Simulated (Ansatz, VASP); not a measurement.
## Ag in VASP and in Ansatz

```
CELL_PARAMETERS angstrom
2.93000 0.00000 0.00000
-1.46500 2.53745 0.00000
0.00000 0.00000 4.79000
ATOMIC_POSITIONS crystal
Ag 0.23094 0.66667 0.25000
Ag 0.66667 0.33333 0.75000
```

Alike in both runs: task single point; functional PBE; k mesh 18 × 18 × 10; occupations gaussian, width 0.15 eV; no spin polarisation.

```csv
,VASP,Ansatz
version,VASP 6.6.1,Ansatz 0.2.0
potentials or method,"VASP PAW PBE potentials, release 64 (Ag), cutoff 520 eV","scalar-relativistic, plane waves, PAW"
valence electrons in the cell,22,38
```

```tsv
	VASP	Ansatz	Ansatz less VASP
gap on the k mesh at the Fermi level (eV)	none	none	-
pressure (GPa)	1.0	1.0	+0.04
traceless stress, the component that is largest in VASP (GPa)	1.41	1.43	+0.011
rms of the force components (eV/Å)	0.155	0.156	+0.0010
```

Atom by atom the forces differ by 0.001 eV/Å (rms over components). A gap of «none» marks a metal or a gap that the smearing closes. VASP's potentials hold 22 valence electrons a cell and Ansatz's 38, so a difference there can come from the potentials and not from the codes.
